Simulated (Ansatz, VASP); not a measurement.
MgO in VASP and in Ansatz

Contents of INCAR:

```
PREC = Accurate ; ENCUT = 600
EDIFF = 1E-6 ; ISMEAR = 0
SIGMA = 0.1 ; LREAL = False
LASPH = True ; NELM = 120
ALGO = Normal ; ISIF = 2
LWAVE = False ; LCHARG = False
GGA = CA ; NBANDS = 16
GGA_COMPAT = False
```

KPOINTS

```
regular mesh
0
Gamma
  6 6 4
```

POSCAR

```
MgO
1.0
    3.3077869865      0.0000000000      0.0000000000
   -1.6538934933      2.8646275606      0.0000000000
    0.0000000000      0.0000000000      4.9828816700
Mg O
2 2
Direct
    0.3333333300      0.6666666700      0.0021597400
    0.6666666700      0.3333333300      0.5021597400
    0.3333333300      0.6666666700      0.4024402600
    0.6666666700      0.3333333300      0.9024402600
```

Input for Ansatz:

```yaml
crystal:
  lattice:
    - [3.3077869865, 0.0, 0.0]
    - [-1.6538934933, 2.8646275606, 0.0]
    - [0.0, 0.0, 4.98288167]
  atoms:
    - { symbol: Mg, position: [0.33333333, 0.66666667, 0.00215974] }
    - { symbol: Mg, position: [0.66666667, 0.33333333, 0.50215974] }
    - { symbol: O, position: [0.33333333, 0.66666667, 0.40244026] }
    - { symbol: O, position: [0.66666667, 0.33333333, 0.90244026] }
basis:
  ecutwfc: 420
kpoints:
  mp_grid: { grid: [6, 6, 4] }
hamiltonian:
  xc: lda
scf:
  occupations: { method: gaussian, width: 0.1 }
output:
  forces: true
  stress: true
  eigenvalues: true
```

Alike in both runs: task single point; functional LDA; k mesh 6 × 6 × 4; occupations gaussian, width 0.1 eV; no spin polarisation.

|  | VASP | Ansatz |
| --- | --- | --- |
| version | VASP 6.6.1 | Ansatz 0.2.0 |
| potentials or method | VASP PAW LDA potentials, release 64 (Mg, O), cutoff 600 eV | scalar-relativistic, plane waves, PAW |
| valence electrons in the cell | 16 | 32 |

Ansatz gave:

```
gap on the k mesh at the Fermi level (eV)                     : 3.36
least direct gap on the mesh (eV)                             : 3.36
pressure (GPa)                                                : -4.3
traceless stress, the component that is largest in VASP (GPa) : 0.32
rms of the force components (eV/Å)                            : 0.023
```

Q: Which values does VASP return?

A: gap on the k mesh at the Fermi level (eV): 3.36; least direct gap on the mesh (eV): 3.36; pressure (GPa): -5.6; traceless stress, the component that is largest in VASP (GPa): 0.47; rms of the force components (eV/Å): 0.028.

LDA's correlation is that of Perdew and Zunger in VASP and of Perdew and Wang (1992) in Ansatz. Atom by atom the forces differ by 0.005 eV/Å (rms over components). VASP's potentials hold 16 valence electrons a cell and Ansatz's 32, so a difference there can come from the potentials and not from the codes.
